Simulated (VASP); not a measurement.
Set up this calculation in VASP 6.6.1, as the native input.

| Quantity | Value |
| --- | --- |
| Task | single point |
| Functional | PBEsol |
| Potentials or basis | VASP PAW PBE potentials, release 64 (Ag) |
| Cutoff | 520 eV |
| k mesh | 10 × 10 × 6 |
| Occupations | fermi-dirac, width 0.05 eV |
| Spin | no spin polarisation |
| Dipole correction | no |
| Further INCAR settings | ALGO = Normal; EDIFF = 1e-06; NBANDS = 18 |

The structure of Ag lies in POSCAR:

```
Ag
1.0
    2.8376353075      0.0000000000      0.0000000000
   -1.4188176538      2.4574642630      0.0000000000
    0.0000000000      0.0000000000      4.6163881288
Ag
2
Direct
    0.6666666667      0.3333333333      0.7500000000
    0.3333333333      0.6666666667      0.2500000000
```

The input as run:

INCAR

```
ALGO = Normal
EDIFF = 1E-6
ENCUT = 520
GGA = PS
ISIF = 2
ISMEAR = -1
LASPH = True
LCHARG = False
LREAL = False
LWAVE = False
NBANDS = 18
NELM = 60
PREC = Accurate
SIGMA = 0.05
```

KPOINTS

```
k-points
0
Gamma
  10 10 6
```

Potentials or basis: VASP PAW PBE potentials, release 64 (Ag).

Command:

```bash
$ cat potpaw_PBE.64/Ag/POTCAR > POTCAR
$ mpirun -np 1 vasp_std > vasp.out
```

Results of the run:

| Property | Result |
| --- | --- |
| Pressure | 4.8 GPa |
| Band gap on the k mesh | zero (band 11 reaches 12.30 eV, above the bottom of band 12 at 5.61 eV) |

Caveat: the PAW data sets were made with another functional, which shifts forces and pressure a little.

It took 8.5 s on 1 thread of Intel(R) Xeon(R) 6975P-C (Granite Rapids), on a shared host, peak memory 0.16 GiB.
